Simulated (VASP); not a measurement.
# Rb3NaO2 (Pm) in VASP: a series of runs

Runs on Rb3NaO2. Level: PBE. Tasks: single point.

Program: VASP 6.6.1. These are calculated values, not measurements. Logs are shortened: lines on timing, memory, paths and dates and some standing lists are left out, and cuts for length are marked.

## 1. The cell of the first run

It takes space group Pm (No. 6, monoclinic). The conventional cell has a = 6.216 Å, b = 4.171 Å, c = 6.282 Å, α = 90.00°, β = 98.44°, γ = 90.00°. Within 3.6 Å of Rb (site symmetry m) lie 3 O at 2.74 to 2.84 Å and 1 Na at 3.07 Å. Rb (site symmetry m) has 4 O at 2.74 to 3.63 Å and 2 Na at 3.40 Å and 3 Rb at 3.52 to 3.79 Å within 3.8 Å. Within 3.8 Å of Rb (site symmetry m) lie 4 O at 2.74 to 3.69 Å and 2 Na at 3.43 Å and 3 Rb at 3.52 to 3.77 Å. Within 3.1 Å of Na (site symmetry m) lie 3 O at 2.35 to 2.38 Å and 1 Rb at 3.07 Å. Within 3.2 Å of O (site symmetry m) lie 2 Na at 2.38 Å and 4 Rb at 2.84 to 3.11 Å. O (site symmetry m) has 1 Na at 2.35 Å and 5 Rb at 2.74 Å within 3.1 Å.

The cell was generated, and may not be a known phase.

## 2. Single point, PBE

Input file INCAR:

```
PREC = Accurate
ENCUT = 520
EDIFF = 1E-7
ISMEAR = 0
SIGMA = 0.02
LREAL = False
LASPH = True
NELM = 60
ALGO = Normal
ISIF = 2
LWAVE = False
LCHARG = False
GGA = PE
NBANDS = 32
```

Input file KPOINTS:

```
Automatic mesh
0
Gamma
  6 8 6
```

Input file POSCAR:

```
Rb3NaO2
1.0
    6.2157607843      0.0000000000      0.0123797716
    0.0000000000      4.1708883838      0.0000000000
   -0.9340374589      0.0000000000      6.2118962236
Rb Na O
3 1 2
Direct
    0.4187566261      0.5000000000      0.5054921666
    0.6045818751      0.0000000000      0.0632953855
    0.9754063145      0.0000000000      0.6904527737
    0.0417173198      0.5000000000      0.1294020921
    0.1802497881      0.0000000000      0.2719200980
    0.7537898762      0.5000000000      0.8417340341
```

Potentials or basis: VASP PAW PBE potentials, release 64 (Rb_sv, Na_pv, O).

Command:

```console
cat potpaw_PBE.64/Rb_sv/POTCAR potpaw_PBE.64/Na_pv/POTCAR potpaw_PBE.64/O/POTCAR > POTCAR
mpirun -np 1 vasp_std > vasp.out
```

OUTCAR:

```text
PREC = Accurate
   ENCUT = 520
   EDIFF = 1E-7
   ISMEAR = 0
   LREAL = False
   LASPH = True
   NELM = 60
   ISIF = 2
   GGA = PE

 ion  position               nearest neighbor table
   1  0.419  0.500  0.505-   6 2.74   5 2.84   5 2.84   4 3.07   3 3.77   3 3.77   2 3.79   2 3.79
                             3 4.06   3 4.06   2 4.10   2 4.10   2 5.79   2 5.79
   2  0.605  0.000  0.063-   6 2.74   6 2.74   5 3.11   4 3.40   4 3.40   3 3.52   5 3.63   1 3.79
                             1 3.79   1 4.10   1 4.10   4 4.15   4 4.15   3 4.25   3 4.26   3 5.46
   3  0.975  0.000  0.690-   6 2.74   6 2.74   5 3.08   4 3.43   4 3.43   2 3.52   5 3.69   1 3.77
                             1 3.77   1 4.06   1 4.06   4 4.17   4 4.17   2 4.25   2 4.26   2 5.46
   4  0.042  0.500  0.129-   6 2.35   5 2.38   5 2.38   1 3.07   2 3.40   2 3.40   3 3.43   3 3.43
                             2 4.15   2 4.15   3 4.17   3 4.17
   5  0.180  0.000  0.272-   4 2.38   4 2.38   1 2.84   1 2.84   3 3.08   2 3.11   2 3.63   3 3.69

   6  0.754  0.500  0.842-   4 2.35   1 2.74   2 2.74   2 2.74   3 2.74   3 2.74

  LATTYP: Found a simple monoclinic cell.
 ALAT       =     6.2157731125
 B/A-ratio  =     0.6710168322
 C/A-ratio  =     1.0106105575
 COS(beta)  =    -0.1467213894

  Lattice vectors:

 A1 = (   6.2157607843,   0.0000000000,   0.0123797716)
 A2 = (   0.0000000000,   4.1708883838,   0.0000000000)
 A3 = (  -0.9340374589,   0.0000000000,   6.2118962236)

Analysis of symmetry for initial positions (statically):
=====================================================================
 Subroutine PRICEL returns:
 Original cell was already a primitive cell.

 Routine SETGRP: Setting up the symmetry group for a
 simple monoclinic supercell.

 Subroutine GETGRP returns: Found  2 space group operations
 (whereof  2 operations were pure point group operations)
 out of a pool of  4 trial point group operations.

The static configuration has the point symmetry C_1h.

Analysis of symmetry for dynamics (positions and initial velocities):
=====================================================================
 Subroutine PRICEL returns:
 Original cell was already a primitive cell.

 Routine SETGRP: Setting up the symmetry group for a
 simple monoclinic supercell.

 Subroutine GETGRP returns: Found  2 space group operations
 (whereof  2 operations were pure point group operations)
 out of a pool of  4 trial point group operations.

The dynamic configuration has the point symmetry C_1h.

 Subroutine INISYM returns: Found  2 space group operations
 (whereof  2 operations are pure point group operations),
 and found     1 'primitive' translations

----------------------------------------------------------------------------------------

                                     Primitive cell

  volume of cell :     161.0932

  direct lattice vectors                    reciprocal lattice vectors
     6.215760784  0.000000000  0.012379772     0.160833187  0.000000000  0.024183311
     0.000000000  4.170888384  0.000000000     0.000000000  0.239757075  0.000000000
    -0.934037459  0.000000000  6.211896224    -0.000320527  0.000000000  0.160933245

  length of vectors
     6.215773113  4.170888384  6.281725931     0.162641159  0.239757075  0.160933564

  position of ions in fractional coordinates (direct lattice)
     0.418756626  0.500000000  0.505492167
     0.604581875  0.000000000  0.063295385
     0.975406314  0.000000000  0.690452774
     0.041717320  0.500000000  0.129402092
     0.180249788  0.000000000  0.271920098
     0.753789876  0.500000000  0.841734034

  ion indices of the primitive-cell ions
   primitive index   ion index
                 1           1
                 2           2
                 3           3
                 4           4
                 5           5
                 6           6

----------------------------------------------------------------------------------------

 KPOINTS: Automatic mesh

Automatic generation of k-mesh.
 Grid dimensions read from file:
 generate k-points for:    6    8    6

 Generating k-lattice:

  Cartesian coordinates                     Fractional coordinates (reciprocal lattice)
     0.026805531  0.000000000  0.004030552     0.166666667  0.000000000 -0.000000000
     0.000000000  0.029969634  0.000000000     0.000000000  0.125000000  0.000000000
    -0.000053421  0.000000000  0.026822207     0.000000000  0.000000000  0.166666667

  Length of vectors
     0.027106860  0.029969634  0.026822261

  Shift w.r.t. Gamma in fractional coordinates (k-lattice)
     0.000000000  0.000000000  0.000000000

 Subroutine IBZKPT returns following result:
 ===========================================

 Found    100 irreducible k-points:

 Following reciprocal coordinates:
            Coordinates               Weight
  0.000000  0.000000  0.000000      1.000000
  0.166667  0.000000  0.000000      2.000000
  0.333333  0.000000  0.000000      2.000000
  0.500000  0.000000  0.000000      1.000000
  0.000000  0.125000  0.000000      2.000000
  0.166667  0.125000  0.000000      4.000000
[... 16 lines left out ...]
  0.333333  0.000000  0.166667      2.000000
  0.500000  0.000000  0.166667      2.000000
 [... further k-points ...]
   k-points           NKPTS =    100   k-points in BZ     NKDIM =    100   number of bands    NBANDS=     32
   number of dos      NEDOS =    301   number of ions     NIONS =      6
   total plane-waves  NPLWV =  73728
   dimension x,y,z NGX =    48 NGY =   32 NGZ =   48
   dimension x,y,z NGXF=    96 NGYF=   64 NGZF=   96
   ions per type =               3   1   2
   NGX,Y,Z   is equivalent  to a cutoff of  12.84, 12.75, 12.70 a.u.
   NGXF,Y,Z  is equivalent  to a cutoff of  25.68, 25.51, 25.41 a.u.
 SYSTEM =  unknown system
   PREC   = accura    normal or accurate (medium, high low for compatibility)
   ISTART =      0    job   : 0-new  1-cont  2-samecut
   ICHARG =      2    charge: 1-file 2-atom 10-const
   ISPIN  =      1    spin polarized calculation?
   LNONCOLLINEAR =      F non collinear calculations
   LSORBIT =      F    spin-orbit coupling
   LASPH  =      T    aspherical Exc in radial PAW
   ENCUT  =  520.0 eV  38.22 Ry    6.18 a.u.  11.56  7.76 11.68*2*pi/ulx,y,z
   NELM   =     60;   NELMIN=  2; NELMDL= -5     # of ELM steps
   EDIFF  = 0.1E-06   stopping-criterion for ELM
   LREAL  =      F    real-space projection
   EDIFFG = 0.1E-05   stopping-criterion for IOM
   NSW    =      0    number of steps for IOM
   IBRION =     -1    ionic relax: 0-MD 1-quasi-New 2-CG
   NFREE  =      0    steps in history (QN), initial steepest desc. (CG)
   ISIF   =      2    stress and relaxation
   ISYM   =      2    0-nonsym 1-usesym 2-fastsym
   POTIM  = 0.5000    time-step for ionic-motion
   TEBEG  =    0.0;   TEEND  =   0.0 temperature during run
   PSTRESS=    0.0 pullay stress
   NELECT =      46.0000    total number of electrons
   NUPDOWN=      -1.0000    fix difference up-down
   EMIN   =  10.00;   EMAX   =-10.00  energy-range for DOS
   EFERMI =   0.00;   METHOD = LEGACY
   ISMEAR =     0;   SIGMA  =   0.02  broadening in eV -4-tet -1-fermi 0-gaus
   EFERMI_NEDOS =   21; number of points for ismear=-14 and -15
   IALGO  =     38    algorithm
   IMIX   =      4    mixing-type and parameters
     AMIX     =   0.40;   BMIX     =  1.00
     AMIX_MAG =   1.60;   BMIX_MAG =  1.00
  volume/ion in A,a.u.               =      26.85       181.19
  Fermi-wavevector in a.u.,A,eV,Ry     =   1.078041  2.037201 15.812301  1.162171
  Thomas-Fermi vector in A             =   2.213968
   LORBIT       =      0    0 simple, 1 ext, 2 COOP (PROOUT), +10 PAW based schemes
   GGA     = PE    functional components
   LHFCALC =     F    Hartree Fock is set to
   AEXX    =    0.0000 exact exchange contribution
   IVDW    =     0    specifies the selected vdW correction
   LEPSILON=     F    determine dielectric tensor
   LRPA    =     F    only Hartree local field effects (RPA)
 non-spin polarized calculation
 Gauss-broadening in eV      SIGMA  =   0.02
  energy-cutoff  :      520.00
  volume of cell :      161.09
 maximum number of plane-waves:      4372
 NGX is ok and might be reduce to    48
   NGX = 23   NGY = 15   NGZ = 23

 number of electron      46.0000008 magnetization

 Free energy of the ion-electron system (eV)
  ---------------------------------------------------
  ext. energy  EPLUGINS =         0.00000000
  ---------------------------------------------------
  free energy    TOTEN  =       -19.74369720 eV

  energy without entropy =      -19.74369720  energy(sigma->0) =      -19.74369720

 E-fermi :   0.6744     XC(G=0):  -7.7398

 val. band max:        0.5638669604   @ k =   0.5000   0.5000   0.5000
 cond. band min:       1.1686876067   @ k =   0.0000   0.0000   0.0000
 fundamental gap:      0.6048206463
 Fermi energy:         0.6743976694

 k-point     1 :       0.0000    0.0000    0.0000
  band No.  band energies     occupation
      1     -26.1705      2.00000
      2     -26.0166      2.00000
      3     -25.9709      2.00000
      4     -22.0210      2.00000
      5     -21.8551      2.00000
      6     -21.7973      2.00000
[... 24 lines left out ...]
     31       7.6191      0.00000
     32       7.9435      0.00000

 k-point     2 :       0.1667    0.0000    0.0000
  band No.  band energies     occupation
      1     -26.1673      2.00000
      2     -26.0203      2.00000
      3     -25.9705      2.00000
      4     -22.0209      2.00000
      5     -21.8550      2.00000
      6     -21.7973      2.00000
[... 24 lines left out ...]
     31       7.3269      0.00000
     32       7.8900      0.00000

 k-point     3 :       0.3333    0.0000    0.0000
  band No.  band energies     occupation
      1     -26.1606      2.00000
      2     -26.0279      2.00000
      3     -25.9699      2.00000
      4     -22.0208      2.00000
      5     -21.8548      2.00000
      6     -21.7973      2.00000
[... 24 lines left out ...]
     31       7.1198      0.00000
     32       7.5243      0.00000

 k-point     4 :       0.5000    0.0000    0.0000
  band No.  band energies     occupation
      1     -26.1570      2.00000
      2     -26.0320      2.00000
      3     -25.9696      2.00000
      4     -22.0208      2.00000
      5     -21.8547      2.00000
      6     -21.7973      2.00000
[... 24 lines left out ...]
     31       7.1477      0.00000
     32       7.3315      0.00000

 k-point     5 :       0.0000    0.1250    0.0000
  band No.  band energies     occupation
      1     -26.1647      2.00000
      2     -26.0165      2.00000
      3     -25.9683      2.00000
      4     -22.0209      2.00000
      5     -21.8548      2.00000
      6     -21.7998      2.00000
[... 584 lines left out ...]
     31       7.3012      0.00000
     32       7.8942      0.00000

 k-point    22 :       0.1667    0.0000    0.1667
  band No.  band energies     occupation
      1     -26.1657      2.00000
      2     -26.0180      2.00000
      3     -25.9746      2.00000
      4     -22.0209      2.00000
      5     -21.8548      2.00000
      6     -21.7973      2.00000
[... 24 lines left out ...]
     31       7.3762      0.00000
     32       7.5893      0.00000

 k-point    23 :       0.3333    0.0000    0.1667
  band No.  band energies     occupation
      1     -26.1597      2.00000
      2     -26.0231      2.00000
      3     -25.9757      2.00000
      4     -22.0208      2.00000
      5     -21.8547      2.00000
      6     -21.7973      2.00000
[... 24 lines left out ...]
     31       7.2480      0.00000
     32       7.3661      0.00000

 k-point    24 :       0.5000    0.0000    0.1667
  band No.  band energies     occupation
      1     -26.1554      2.00000
      2     -26.0303      2.00000
      3     -25.9730      2.00000
      4     -22.0207      2.00000
      5     -21.8547      2.00000
      6     -21.7973      2.00000
[... 24 lines left out ...]
     31       6.9904      0.00000
     32       7.2330      0.00000

 [... further k-points ...]

------------------------ aborting loop because EDIFF is reached ----------------------------------------

  FORCE on cell =-STRESS in cart. coord.  units (eV):
  Direction    XX          YY          ZZ          XY          YZ          ZX
  --------------------------------------------------------------------------------------
  -------------------------------------------------------------------------------------
  Total        0.0807543      0.1280122      0.0757872      0.0000000      0.0000000      0.0244185
  in kB        0.8031545      1.2731653      0.7537538      0.0000000      0.0000000      0.2428582
  external PRESSURE =       0.9433579 kB  Pullay stress =       0.0000000 kB

 VOLUME and BASIS-vectors are now :
 -----------------------------------------------------------------------------
  energy-cutoff  :      520.00
  volume of cell :      161.09
      direct lattice vectors                 reciprocal lattice vectors
     6.215760784  0.000000000  0.012379772     0.160833187  0.000000000  0.024183311
     0.000000000  4.170888384  0.000000000     0.000000000  0.239757075  0.000000000
    -0.934037459  0.000000000  6.211896224    -0.000320527  0.000000000  0.160933245

 POSITION                                       TOTAL-FORCE (eV/Angst)
 -----------------------------------------------------------------------------------
      2.13074      2.08544      3.14525        -0.004538      0.000000     -0.005841
      3.69882      0.00000      0.40067        -0.014118      0.000000      0.016208
      5.41798      0.00000      4.30110         0.016780      0.000000     -0.007261
      0.13844      2.08544      0.80435         0.004035      0.000000      0.003765
      0.86641      0.00000      1.69137         0.000679      0.000000     -0.004427
      3.89917      2.08544      5.23810        -0.002838      0.000000     -0.002443
 -----------------------------------------------------------------------------------
    total drift:                               -0.000568     -0.000000     -0.000442

  FREE ENERGIE OF THE ION-ELECTRON SYSTEM (eV)
  ---------------------------------------------------
  free  energy   TOTEN  =       -19.7436971992 eV

  energy  without entropy=      -19.7436971992  energy(sigma->0) =      -19.74369720
```

Run time: 14 min. Hardware: 1 thread of Intel Xeon 8259CL, shared host; peak memory 0.55 GiB.

Results:

- Free energy: -19.7437 eV
- Pressure: 0.1 GPa
- Largest force: 0.021 eV/Å
- Band gap on the k mesh: 0.60 eV (least direct gap 0.75 eV)

Forces on the atoms (eV/Å):
```
Rb  -0.005  0.000 -0.006
Rb  -0.014  0.000  0.016
Rb   0.017  0.000 -0.007
Na   0.004  0.000  0.004
O    0.001  0.000 -0.004
O   -0.003  0.000 -0.002
```

Caveat: semilocal functionals underestimate gaps, and a narrow one can read as zero.

## 3. Single point, PBE

Input file INCAR:

```
SYSTEM = Rb3NaO2
PREC     = Accurate       ! precision mode
ENCUT    = 520            ! plane-wave cutoff, eV
EDIFF    = 1E-6           ! SCF threshold, eV
ISMEAR   = 0              ! smearing method
SIGMA    = 0.01           ! smearing width, eV
LREAL    = .False.        ! projectors in reciprocal space
LASPH    = .True.         ! aspherical terms in the spheres
NELM     = 100            ! most SCF steps
ALGO     = Normal         ! electronic algorithm
ISIF     = 2              ! what is computed and relaxed
LWAVE    = .False.        ! write WAVECAR
LCHARG   = .False.        ! write CHGCAR
GGA      = PE             ! functional
NBANDS   = 32             ! bands
```

Input file KPOINTS:

```
Automatic mesh
0
Gamma
  6 8 6
  0 0 0
```

Input file POSCAR:

```
Rb3NaO2
1.0
    6.2337621801      0.0000000000      0.0191624628
    0.0000000000      4.1709123945      0.0000000000
   -0.9299321987      0.0000000000      6.1959089276
Rb Na O
3 1 2
Direct
    0.4184537324      0.5000000000      0.5057852381
    0.6030469121      0.0000000000      0.0632179381
    0.9754380773      0.0000000000      0.6907808740
    0.0416806792      0.5000000000      0.1295721835
    0.1820460008      0.0000000000      0.2710725180
    0.7538363981      0.5000000000      0.8418677984
```

Potentials or basis: VASP PAW PBE potentials, release 64 (Rb_sv, Na_pv, O).

Command:

```console
cat potpaw_PBE.64/Rb_sv/POTCAR potpaw_PBE.64/Na_pv/POTCAR potpaw_PBE.64/O/POTCAR > POTCAR
mpirun -np 1 vasp_std > vasp.out
```

Run time: 11 min. Hardware: 1 thread of Intel Xeon 8259CL, shared host; peak memory 0.55 GiB.

The run converged. Its results:

| Property | Result |
| --- | --- |
| Free energy | -19.7439 eV |
| Pressure | 0.1 GPa |
| Largest force | 0.013 eV/Å |
| Band gap on the k mesh | 0.60 eV (least direct gap 0.75 eV) |

Forces on the atoms (eV/Å):
```
Rb  -0.001  0.000 -0.001
Rb  -0.007  0.000  0.011
Rb   0.012  0.000 -0.005
Na   0.002  0.000  0.002
O   -0.004  0.000 -0.005
O   -0.002  0.000 -0.002
```

Levels at points of the mesh, in eV from the valence-band top:
```
           k point  band 20  band 21  band 22  band 23  band 24  band 25  band 26  band 27
(0.00, 0.00, 0.00)    -0.37    -0.31    -0.18    -0.15     0.60     3.66     3.74     5.02
(0.50, 0.00, 0.00)    -0.47    -0.38    -0.34    -0.18     2.16     2.44     3.94     4.89
(0.00, 0.50, 0.00)    -0.39    -0.26    -0.22    -0.15     2.88     2.95     3.08     4.32
(0.50, 0.50, 0.00)    -0.24    -0.18    -0.11    -0.05     2.88     3.52     3.58     3.89
(0.00, 0.00, 0.50)    -0.48    -0.38    -0.34    -0.18     2.14     2.43     3.94     4.89
(0.50, 0.00, 0.50)    -0.34    -0.30    -0.23    -0.18     2.64     2.96     3.63     3.94
(0.00, 0.50, 0.50)    -0.24    -0.18    -0.12    -0.05     2.88     3.52     3.57     3.88
(0.50, 0.50, 0.50)    -0.54    -0.41    -0.16     0.00     3.03     3.31     3.79     4.69
```

Caveat: semilocal functionals underestimate gaps, and a narrow one can read as zero. A k mesh can miss the band edges.
